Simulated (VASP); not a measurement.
# Li (P6_3/mmc) in VASP: single point with r2SCAN

Aim: the single point of Li with r2SCAN.

All numbers are computed with VASP 6.6.1; they aren't measurements. Logs are shortened: lines on timing, memory, paths and dates and some standing lists are left out, and cuts for length are marked.

**1. The cell of the first run**

Symmetry: P6_3/mmc, No. 194, hexagonal system. The conventional cell has a = 3.093 Å, b = 3.093 Å, c = 5.064 Å, α = 90.00°, β = 90.00°, γ = 120.00°. Within 4.1 Å of Li (site symmetry -6m2) lie 12 Li at 3.09 to 3.10 Å.

**2. Single point, r2SCAN**

File POSCAR:

```
Li
1.0
    3.0926129057      0.0000000000      0.0000000000
   -1.5463064529      2.6782813404      0.0000000000
    0.0000000000      0.0000000000      5.0641434015
Li
2
Direct
    0.3333333333      0.6666666667      0.2500000000
    0.6666666667      0.3333333333      0.7500000000
```

File INCAR.step1:

```
SYSTEM = Li
ALGO = Normal
EDIFF = 1E-4
ENCUT = 520
GGA = PE
ISMEAR = 0
LASPH = .True.
LCHARG = .False.
LREAL = .False.
LWAVE = .True.
NBANDS = 10
NELM = 100
PREC = Accurate
SIGMA = 0.1
```

File INCAR.step2:

```
SYSTEM = Li
ALGO = Normal
EDIFF = 1E-7
ENCUT = 520
ISIF = 2
ISMEAR = 0
ISTART = 1
LASPH = .True.
LCHARG = .True.
LELF = .True.
LMIXTAU = .True.
LREAL = .False.
LVHAR = .True.
LWAVE = .False.
METAGGA = R2SCAN
NBANDS = 10
NELM = 100
PREC = Accurate
SIGMA = 0.1
```

File KPOINTS:

```
k-points
0
Gamma
  15 15 8
  0 0 0
```

Potentials or basis: VASP PAW PBE potentials, release 64 (Li_sv).

Command:

```sh
> cat potpaw_PBE.64/Li_sv/POTCAR > POTCAR
> cp INCAR.step1 INCAR
> mpirun -np 1 vasp_std > vasp.out
> cp INCAR.step2 INCAR
> mpirun -np 1 vasp_std > vasp.out
```

OUTCAR:

```text
SYSTEM = Li
   EDIFF = 1E-7
   ENCUT = 520
   ISIF = 2
   ISMEAR = 0
   ISTART = 1
   LASPH = .True.
   LREAL = .False.
   METAGGA = R2SCAN
   NELM = 100
   PREC = Accurate

 ion  position               nearest neighbor table
   1  0.333  0.667  0.250-
   2  0.667  0.333  0.750-

  LATTYP: Found a hexagonal cell.
 ALAT       =     3.0926129057
 C/A-ratio  =     1.6374966916

  Lattice vectors:

 A1 = (   3.0926129057,   0.0000000000,   0.0000000000)
 A2 = (  -1.5463064529,   2.6782813404,   0.0000000000)
 A3 = (   0.0000000000,   0.0000000000,   5.0641434015)

Analysis of symmetry for initial positions (statically):
=====================================================================
 Subroutine PRICEL returns:
 Original cell was already a primitive cell.

 Routine SETGRP: Setting up the symmetry group for a
 hexagonal supercell.

 Subroutine GETGRP returns: Found 24 space group operations
 (whereof 12 operations were pure point group operations)
 out of a pool of 24 trial point group operations.

The static configuration has the point symmetry D_3d.
 The point group associated with its full space group is D_6h.

Analysis of symmetry for dynamics (positions and initial velocities):
=====================================================================
 Subroutine PRICEL returns:
 Original cell was already a primitive cell.

 Routine SETGRP: Setting up the symmetry group for a
 hexagonal supercell.

 Subroutine GETGRP returns: Found 24 space group operations
 (whereof 12 operations were pure point group operations)
 out of a pool of 24 trial point group operations.

The dynamic configuration has the point symmetry D_3d.
 The point group associated with its full space group is D_6h.

 Subroutine INISYM returns: Found 24 space group operations
 (whereof 12 operations are pure point group operations),
 and found     1 'primitive' translations

----------------------------------------------------------------------------------------

                                     Primitive cell

  volume of cell :      41.9457

  direct lattice vectors                    reciprocal lattice vectors
     3.092612906  0.000000000  0.000000000     0.323351170  0.186686885  0.000000000
    -1.546306453  2.678281340  0.000000000     0.000000000  0.373373770  0.000000000
     0.000000000  0.000000000  5.064143401     0.000000000  0.000000000  0.197466762

  length of vectors
     3.092612906  3.092612906  5.064143401     0.373373770  0.373373770  0.197466762

  position of ions in fractional coordinates (direct lattice)
     0.333333333  0.666666667  0.250000000
     0.666666667  0.333333333  0.750000000

  ion indices of the primitive-cell ions
   primitive index   ion index
                 1           1
                 2           2

----------------------------------------------------------------------------------------

 KPOINTS: k-points

Automatic generation of k-mesh.
 Grid dimensions read from file:
 generate k-points for:   15   15    8

 Generating k-lattice:

  Cartesian coordinates                     Fractional coordinates (reciprocal lattice)
     0.021556745  0.012445792  0.000000000     0.066666667  0.000000000  0.000000000
     0.000000000  0.024891585  0.000000000     0.000000000  0.066666667  0.000000000
     0.000000000  0.000000000  0.024683345     0.000000000  0.000000000  0.125000000

  Length of vectors
     0.024891585  0.024891585  0.024683345

  Shift w.r.t. Gamma in fractional coordinates (k-lattice)
     0.000000000  0.000000000  0.000000000

 Subroutine IBZKPT returns following result:
 ===========================================

 Found    135 irreducible k-points:

 Following reciprocal coordinates:
            Coordinates               Weight
  0.000000  0.000000  0.000000      1.000000
  0.066667  0.000000  0.000000      6.000000
  0.133333 -0.000000  0.000000      6.000000
  0.200000  0.000000  0.000000      6.000000
  0.266667 -0.000000  0.000000      6.000000
  0.333333  0.000000  0.000000      6.000000
[... 16 lines left out ...]
  0.333333  0.200000  0.000000     12.000000
  0.400000  0.200000  0.000000      6.000000
 [... further k-points ...]
   k-points           NKPTS =    135   k-points in BZ     NKDIM =    135   number of bands    NBANDS=     10
   number of dos      NEDOS =    301   number of ions     NIONS =      2
   total plane-waves  NPLWV =  23040
   dimension x,y,z NGX =    24 NGY =   24 NGZ =   40
   dimension x,y,z NGXF=    48 NGYF=   48 NGZF=   80
   ions per type =               2
   NGX,Y,Z   is equivalent  to a cutoff of  12.90, 12.90, 13.13 a.u.
   NGXF,Y,Z  is equivalent  to a cutoff of  25.80, 25.80, 26.26 a.u.
 SYSTEM =  Li
   PREC   = accura    normal or accurate (medium, high low for compatibility)
   ISTART =      1    job   : 0-new  1-cont  2-samecut
   ICHARG =      0    charge: 1-file 2-atom 10-const
   ISPIN  =      1    spin polarized calculation?
   LNONCOLLINEAR =      F non collinear calculations
   LSORBIT =      F    spin-orbit coupling
   LASPH  =      T    aspherical Exc in radial PAW
   ENCUT  =  520.0 eV  38.22 Ry    6.18 a.u.   5.75  5.75  9.42*2*pi/ulx,y,z
   NELM   =    100;   NELMIN=  2; NELMDL=  0     # of ELM steps
   EDIFF  = 0.1E-06   stopping-criterion for ELM
   LREAL  =      F    real-space projection
   EDIFFG = 0.1E-05   stopping-criterion for IOM
   NSW    =      0    number of steps for IOM
   IBRION =     -1    ionic relax: 0-MD 1-quasi-New 2-CG
   NFREE  =      0    steps in history (QN), initial steepest desc. (CG)
   ISIF   =      2    stress and relaxation
   ISYM   =      2    0-nonsym 1-usesym 2-fastsym
   POTIM  = 0.5000    time-step for ionic-motion
   TEBEG  =    0.0;   TEEND  =   0.0 temperature during run
   PSTRESS=    0.0 pullay stress
   NELECT =       6.0000    total number of electrons
   NUPDOWN=      -1.0000    fix difference up-down
   EMIN   =  10.00;   EMAX   =-10.00  energy-range for DOS
   EFERMI =   0.00;   METHOD = LEGACY
   ISMEAR =     0;   SIGMA  =   0.10  broadening in eV -4-tet -1-fermi 0-gaus
   EFERMI_NEDOS =   21; number of points for ismear=-14 and -15
   IALGO  =     38    algorithm
   IMIX   =      4    mixing-type and parameters
     AMIX     =   0.40;   BMIX     =  1.00
     AMIX_MAG =   1.60;   BMIX_MAG =  1.00
  volume/ion in A,a.u.               =      20.97       141.53
  Fermi-wavevector in a.u.,A,eV,Ry     =   0.856175  1.617937  9.973561  0.733036
  Thomas-Fermi vector in A             =   1.973037
   LORBIT       =      0    0 simple, 1 ext, 2 COOP (PROOUT), +10 PAW based schemes
   METAGGA = R2SCAN    functional components
   LHFCALC =     F    Hartree Fock is set to
   AEXX    =    0.0000 exact exchange contribution
   IVDW    =     0    specifies the selected vdW correction
   LEPSILON=     F    determine dielectric tensor
   LRPA    =     F    only Hartree local field effects (RPA)
 non-spin polarized calculation
 Gauss-broadening in eV      SIGMA  =   0.10
  energy-cutoff  :      520.00
  volume of cell :       41.95
 maximum number of plane-waves:      1146
 NGX is ok and might be reduce to    24
   NGX = 11   NGY = 11   NGZ = 19

 number of electron       5.9999991 magnetization

 Free energy of the ion-electron system (eV)
  ---------------------------------------------------
  ext. energy  EPLUGINS =         0.00000000
  ---------------------------------------------------
  free energy    TOTEN  =        -4.76915274 eV

  energy without entropy =       -4.76416812  energy(sigma->0) =       -4.76666043

 E-fermi :   0.5475     XC(G=0):  -7.3615

 val. band max:        0.5375984897   @ k =   0.4667   0.0667   0.0000
 cond. band min:       0.5549543462   @ k =   0.4000  -0.0000   0.5000
 fundamental gap:      0.0173558565
 Fermi energy:         0.5475246428

 k-point     1 :       0.0000    0.0000    0.0000
  band No.  band energies     occupation
      1     -47.5987      2.00000
      2     -47.5822      2.00000
      3      -3.2763      2.00000
      4       0.5309      1.18590
      5       3.5665      0.00000
      6      14.0697      0.00000
      7      14.0706      0.00000
      8      15.4806      0.00000
      9      15.4815      0.00000
     10      16.2543      0.00000

 k-point     2 :       0.0667    0.0000    0.0000
  band No.  band energies     occupation
      1     -47.5981      2.00000
      2     -47.5820      2.00000
      3      -3.2003      2.00000
      4       0.6293      0.24736
      5       3.5979      0.00000
      6      13.1215      0.00000
      7      13.4242      0.00000
      8      15.4581      0.00000
      9      15.9661      0.00000
     10      16.1774      0.00000

 k-point     3 :       0.1333   -0.0000    0.0000
  band No.  band energies     occupation
      1     -47.5963      2.00000
      2     -47.5811      2.00000
      3      -2.9721      2.00000
      4       0.9249      0.00000
      5       3.6873      0.00000
      6      11.3255      0.00000
      7      12.4427      0.00000
      8      15.3762      0.00000
      9      15.7010      0.00000
     10      16.1213      0.00000

 k-point     4 :       0.2000    0.0000    0.0000
  band No.  band energies     occupation
      1     -47.5936      2.00000
      2     -47.5799      2.00000
      3      -2.5915      2.00000
      4       1.4169      0.00000
      5       3.8075      0.00000
      6       9.4936      0.00000
      7      11.5494      0.00000
      8      14.2767      0.00000
      9      14.2860      0.00000
     10      15.2777      0.00000

 k-point     5 :       0.2667   -0.0000    0.0000
  band No.  band energies     occupation
      1     -47.5903      2.00000
      2     -47.5786      2.00000
      3      -2.0593      2.00000
      4       2.1040      0.00000
      5       3.8614      0.00000
      6       7.9326      0.00000
      7      10.8116      0.00000
      8      12.3320      0.00000
      9      12.5874      0.00000
     10      15.2494      0.00000

 k-point     6 :       0.3333    0.0000    0.0000
  band No.  band energies     occupation
      1     -47.5870      2.00000
      2     -47.5776      2.00000
      3      -1.3800      2.00000
      4       2.9825      0.00000
      5       3.5914      0.00000
      6       6.9666      0.00000
      7      10.2497      0.00000
      8      10.3860      0.00000
      9      11.0813      0.00000
     10      14.7818      0.00000
[... 183 lines left out ...]
 k-point    21 :       0.2000    0.2000    0.0000
  band No.  band energies     occupation
      1     -47.5861      2.00000
      2     -47.5773      2.00000
      3      -1.2161      2.00000
      4       3.1787      0.00000
      5       4.0615      0.00000
      6       6.3105      0.00000
      7       8.2812      0.00000
      8      11.3731      0.00000
      9      12.7811      0.00000
     10      12.9500      0.00000

 k-point    22 :       0.2667    0.2000    0.0000
  band No.  band energies     occupation
      1     -47.5833      2.00000
      2     -47.5768      2.00000
      3      -0.4558      2.00000
      4       3.8108      0.00000
      5       4.1460      0.00000
      6       5.3255      0.00000
      7       7.7034      0.00000
      8       9.9108      0.00000
      9      12.0174      0.00000
     10      12.0497      0.00000

 k-point    23 :       0.3333    0.2000    0.0000
  band No.  band energies     occupation
      1     -47.5812      2.00000
      2     -47.5768      2.00000
      3       0.4237      1.92015
      4       2.8883      0.00000
      5       5.1080      0.00000
      6       5.2751      0.00000
      7       7.3440      0.00000
      8       8.3325      0.00000
      9      11.5081      0.00000
     10      11.6022      0.00000

 k-point    24 :       0.4000    0.2000    0.0000
  band No.  band energies     occupation
      1     -47.5802      2.00000
      2     -47.5770      2.00000
      3       1.0926      0.00000
      4       2.1325      0.00000
      5       5.1218      0.00000
      6       6.2037      0.00000
      7       7.2138      0.00000
      8       7.2392      0.00000
      9      11.3154      0.00000
     10      11.4778      0.00000

 [... further k-points ...]
[... 5 lines left out ...]
  --------------------------------------------------------------------------------------
  -------------------------------------------------------------------------------------
  Total        0.0042559      0.0042559     -0.0348186     -0.0000000      0.0000000      0.0000000
  in kB        0.1625598      0.1625598     -1.3299465     -0.0000000      0.0000000      0.0000000
  external PRESSURE =      -0.3349423 kB  Pullay stress =       0.0000000 kB

 VOLUME and BASIS-vectors are now :
 -----------------------------------------------------------------------------
  energy-cutoff  :      520.00
  volume of cell :       41.95
      direct lattice vectors                 reciprocal lattice vectors
     3.092612906  0.000000000  0.000000000     0.323351170  0.186686885  0.000000000
    -1.546306453  2.678281340  0.000000000     0.000000000  0.373373770  0.000000000
     0.000000000  0.000000000  5.064143401     0.000000000  0.000000000  0.197466762

 POSITION                                       TOTAL-FORCE (eV/Angst)
 -----------------------------------------------------------------------------------
     -0.00000      1.78552      1.26604         0.000000      0.000000      0.000000
      1.54631      0.89276      3.79811        -0.000000     -0.000000      0.000000
 -----------------------------------------------------------------------------------
    total drift:                                0.000000     -0.000000      0.000000

  FREE ENERGIE OF THE ION-ELECTRON SYSTEM (eV)
  ---------------------------------------------------
  free  energy   TOTEN  =        -4.7691527433 eV

  energy  without entropy=       -4.7641681212  energy(sigma->0) =       -4.76666043
```

It took 99 s on 1 thread of Intel Xeon 6975P-C (Granite Rapids), shared host; peak memory 0.18 GiB.

What came out:

```
Free energy            : -4.7692 eV
Band gap on the k mesh : zero (band 3 reaches 2.86 eV, above the bottom of band 4 at -2.08 eV)
```

Caveat: the cutoff is under 1.25 times the usual one of these potentials, so pressure, stress and relaxed cells hold a basis-set (Pulay) error; the PAW data sets were made with another functional, which shifts forces and pressure a little.
